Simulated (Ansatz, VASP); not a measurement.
## One calculation of MgO, two programs

Contents of POSCAR:

```
MgO
1.0
    0.0570501415      2.2820056617      2.2820056617
    2.2820056617      0.0570501415      2.2820056617
    2.3390558033      2.3390558033      0.0000000001
Mg O
1 1
Direct
    0.0044516999      0.0044516999     -0.0044516999
    0.2455483001      0.2455483001      0.2544516999
```

The input INCAR.step1:

```
SYSTEM = MgO
PREC     = Accurate       ! precision mode
ENCUT    = 520            ! plane-wave cutoff, eV
EDIFF    = 1E-5           ! SCF threshold, eV
ISMEAR   = 0              ! smearing method
SIGMA    = 0.01           ! smearing width, eV
LREAL    = .FALSE.        ! projectors in reciprocal space
LASPH    = .TRUE.         ! aspherical terms in the spheres
NELM     = 80             ! most SCF steps
ALGO     = Normal         ! electronic algorithm
ISIF     = 2              ! what is computed and relaxed
LWAVE    = .TRUE.         ! write WAVECAR
LCHARG   = .FALSE.        ! write CHGCAR
NBANDS   = 11             ! bands
GGA      = PE             ! functional
```

Contents of INCAR.step2:

```
SYSTEM = MgO
PREC     = Accurate       ! precision mode
ENCUT    = 520            ! plane-wave cutoff, eV
EDIFF    = 1E-6           ! SCF threshold, eV
ISMEAR   = 0              ! smearing method
SIGMA    = 0.01           ! smearing width, eV
LREAL    = .FALSE.        ! projectors in reciprocal space
LASPH    = .TRUE.         ! aspherical terms in the spheres
NELM     = 80             ! most SCF steps
ALGO     = Normal         ! electronic algorithm
ISIF     = 2              ! what is computed and relaxed
LWAVE    = .FALSE.        ! write WAVECAR
LCHARG   = .FALSE.        ! write CHGCAR
GGA      = PE             ! functional
LHFCALC  = .TRUE.         ! exact exchange
HFSCREEN = 0.2079         ! screening, 1/A
PRECFOCK = Normal       
NBANDS   = 11             ! bands
ISTART   = 1
```

Contents of KPOINTS:

```
Automatic mesh
0
G
  6 6 6
  0 0 0
```

Input for Ansatz:

```yaml
crystal:
  lattice:
    - [0.0570501415, 2.2820056617, 2.2820056617]
    - [2.2820056617, 0.0570501415, 2.2820056617]
    - [2.3390558033, 2.3390558033, 1.0e-10]
  atoms:
    - { symbol: Mg, position: [0.0044516999, 0.0044516999, -0.0044516999] }
    - { symbol: O, position: [0.2455483001, 0.2455483001, 0.2544516999] }
kpoints:
  mp_grid: { grid: [6, 6, 6] }
  band_path:
    path:
      - [0.0, 0.0, 0.0]
      - [-0.5, -0.5, 0.0]
      - [-0.375, -0.375, 0.25]
      - [-0.375, 0.0, 0.375]
      - [0.0, 0.0, 0.5]
      - [-0.5, -0.25, 0.25]
    npoints: 1
hamiltonian:
  xc: hse06
scf:
  occupations: { method: fixed }
  n_extra_bands: 4
output:
  forces: true
  stress: true
  eigenvalues: true
```

Change from the starting cell: shear_xy strain +5.0%.

Alike in both runs: task single point; functional HSE06; k mesh 6 × 6 × 6; no spin polarisation.

|  | VASP | Ansatz |
| --- | --- | --- |
| version | VASP 6.6.1 | Ansatz 0.2.0 |
| potentials or method | VASP PAW PBE potentials, release 64 (Mg, O) | plane waves, PAW |
| plane-wave cutoff (eV) | 520 | 420 |
| occupations | gaussian, width 0.01 eV | fixed |
| valence electrons in the cell | 8 | 16 |

```csv
,VASP,Ansatz,Ansatz less VASP
gap on the k mesh at the Fermi level (eV),5.08,5.11,+0.029
pressure (GPa),-0.1,0.0,+0.09
"traceless stress, the component that is largest in VASP (GPa)",-4.48,-4.42,+0.059
```

VASP's potentials hold 8 valence electrons a cell and Ansatz's 16, so a difference there can come from the potentials and not from the codes. Ansatz's warnings: stress exchange threshold loose, stress scf threshold loose.
